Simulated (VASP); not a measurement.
A run of VASP 6.6.1 is set up as follows.

The input INCAR:

```
PREC = Accurate
ENCUT = 520
EDIFF = 1E-6
ISMEAR = 0
SIGMA = 0.1
LREAL = False
LASPH = True
NELM = 100
ALGO = Normal
ISIF = 2
LWAVE = False
LCHARG = False
GGA = PE
NBANDS = 26
```

KPOINTS

```
Automatic mesh
0
Gamma
  6 6 2
```

Contents of POSCAR:

```
Al5O3
1.0
    2.6600404702      0.0000000000      0.0000000000
    0.0000000000      2.6600404702      0.0000000000
    0.0000000000      0.0000000000     13.5534084982
Al O
5 3
Direct
    0.0000000000      0.0000000000      0.2422398193
    0.0000000000      0.0000000000      0.7577601807
    0.0000000000      0.0000000000      0.0000000000
    0.5000000000      0.5000000000      0.3918389204
    0.5000000000      0.5000000000      0.6081610796
    0.5000000000      0.5000000000      0.0826606094
    0.5000000000      0.5000000000      0.9173393906
    0.0000000000      0.0000000000      0.5000000000
```

Potentials or basis: VASP PAW PBE potentials, release 64 (Al, O).

Command:

```console
$ cat potpaw_PBE.64/Al/POTCAR potpaw_PBE.64/O/POTCAR > POTCAR
$ mpirun -np 1 vasp_std > vasp.out
```

**Question.** What does it give for the pressure?

**Answer.** 0.1 GPa.

**Question.** Estimate the largest force.

**Answer.** 0.007 eV/Å.

Forces on the atoms (eV/Å):
```
Al   0.000  0.000 -0.002
Al   0.000  0.000  0.002
Al   0.000  0.000  0.000
Al   0.000  0.000  0.002
Al   0.000  0.000 -0.002
O    0.000  0.000  0.007
O    0.000  0.000 -0.007
O    0.000  0.000  0.000
```

Caveat: the k points lie up to 0.39 Å⁻¹ apart; an odd number of electrons without spin polarisation forces a metal; a magnetic or distorted state may lie lower.
